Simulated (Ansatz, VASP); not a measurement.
## One calculation of PtS2, two programs

The input INCAR:

```
  ALGO = Normal
  EDIFF = 1E-6
  ENCUT = 500
  GGA = CA
  GGA_COMPAT = F
  ISIF = 2
  ISMEAR = 0
  LASPH = T
  LCHARG = F
  LREAL = F
  LWAVE = F
  NBANDS = 18
  NELM = 120
  PREC = Accurate
  SIGMA = 0.01
```

KPOINTS

```
k-points
0
Gamma
  6 6 2
```

File POSCAR:

```
PtS2
1.0
    3.5526240935      0.0000000000      0.0000000000
   -1.7763120467      3.0766627150      0.0000000000
    0.0000000000      0.0000000000      5.1228306381
Pt S
1 2
Direct
    0.0000000000      0.0000000000      0.0000000000
    0.3333333333      0.6666666667      0.2392542164
    0.6666666667      0.3333333333      0.7607457836
```

Input for Ansatz:

```yaml
crystal:
  lattice:
    - [3.5526240935, 0.0, 0.0]
    - [-1.7763120467, 3.076662715, 0.0]
    - [0.0, 0.0, 5.1228306381]
  atoms:
    - { symbol: Pt, position: [0.0, 0.0, 0.0] }
    - { symbol: S, position: [0.3333333333, 0.6666666667, 0.2392542164] }
    - { symbol: S, position: [0.6666666667, 0.3333333333, 0.7607457836] }
kpoints:
  mp_grid: { grid: [6, 6, 2] }
hamiltonian:
  xc: lda
scf:
  occupations: { method: fixed }
output:
  optics:
    e_range: [0, 6]
    de: 0.2
    sigma: 0.03
    scissors: 0.6
    scheme: gaussian
    bands: { spectra_wanted_up_to: 6 }
  write_density: true
  write_potential: true
  elf: true
  volumetric_format: npy
```

Alike in both runs: task single point; functional LDA; k mesh 6 × 6 × 2; no spin polarisation.

|  | VASP | Ansatz |
| --- | --- | --- |
| version | VASP 6.6.1 | Ansatz 0.2.0 |
| potentials or method | VASP PAW LDA potentials, release 64 (Pt, S) | plane waves, PAW |
| plane-wave cutoff (eV) | 500 | 420 |
| occupations | gaussian, width 0.01 eV | fixed |
| valence electrons in the cell | 22 | 30 |

```tsv
	VASP	Ansatz	Ansatz less VASP
gap on the k mesh at the Fermi level (eV)	0.75	0.75	0.000
```

LDA's correlation is that of Perdew and Zunger in VASP and of Perdew and Wang (1992) in Ansatz. VASP's potentials hold 22 valence electrons a cell and Ansatz's 30, so a difference there can come from the potentials and not from the codes. Ansatz's warnings: optics band completion.

The k mesh is coarse, so the values compare programs but aren't converged. Neither program's run includes spin-orbit coupling.
